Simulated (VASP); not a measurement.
Ti3N5, 8 atoms in the cell. The cell holds a slab with vacuum, 8 atoms: a = 3.003 Å, b = 3.003 Å, c = 24.123 Å, α = 90.00°, β = 90.00°, γ = 120.00°. 

| Item | Value |
| --- | --- |
| Program | VASP 6.6.1 |
| Task | single point |
| Functional | PBE |
| Potentials or basis | VASP PAW PBE potentials, release 64 (N, Ti_sv) |
| Cutoff | 520 eV |
| k mesh | 9 × 9 × 1 |
| Occupations | gaussian, width 0.1 eV |
| Spin | collinear spin |
| Starting moments | [0.0, 0.0, 0.0, 0.0, 3.0, 0.0, 0.0, 0.0] μB |
| Dipole correction | yes |
| Further INCAR settings | ALGO = Fast; EDIFF = 1e-07; NBANDS = 44 |

Potentials or basis: VASP PAW PBE potentials, release 64 (N, Ti_sv).

Launch:

```sh
$ cat potpaw_PBE.64/N/POTCAR potpaw_PBE.64/Ti_sv/POTCAR > POTCAR
$ mpirun -np 1 vasp_std > vasp.out
```

Hardware: 1 thread of Oxide Virtual Turin-like Processor (shared host).

Q: Estimate the wall time of this run.

A: Run time: 19 min on 1 thread of Oxide Virtual Turin-like Processor (shared host), peak memory 0.47 GiB. Counts: scf iterations 59, k points 12.
